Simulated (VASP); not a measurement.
A run of VASP 6.6.1:

The input INCAR:

```
SYSTEM = BP
ALGO = Normal ; EDIFF = 1E-7
ENCUT = 520 ; GGA = PS
ISIF = 2 ; ISMEAR = 0
LASPH = .True. ; LCHARG = .True.
LELF = .True. ; LREAL = .False.
LVHAR = .True. ; LWAVE = .False.
NBANDS = 11 ; NELM = 100
PREC = Accurate ; SIGMA = 0.01
```

Contents of KPOINTS:

```
k-points
0
Gamma
  8 8 8
  0 0 0
```

The input POSCAR:

```
BP
1.0
    2.2713722090      2.2713722090      0.0000000000
   -2.2713722090      2.2713722090      0.0000000000
    0.0000000000      2.2713722090      2.2546146610
B P
1 1
Direct
    0.0000000000      0.0000000000      0.0000000000
    0.7500000000      0.2500000000      0.5000000000
```

Potentials or basis: VASP PAW PBE potentials, release 64 (B, P).

The run is started by

```sh
$ cat potpaw_PBE.64/B/POTCAR potpaw_PBE.64/P/POTCAR > POTCAR
$ mpirun -np 1 vasp_std > vasp.out
```

Hardware: 1 thread of Intel(R) Xeon(R) 6975P-C (Granite Rapids), with other jobs on the host.

Estimate the wall time of this run.

Run time: 5 s on 1 thread of Intel(R) Xeon(R) 6975P-C (Granite Rapids) (shared host), peak memory 0.14 GiB. Counts: scf iterations 13, k points 59.
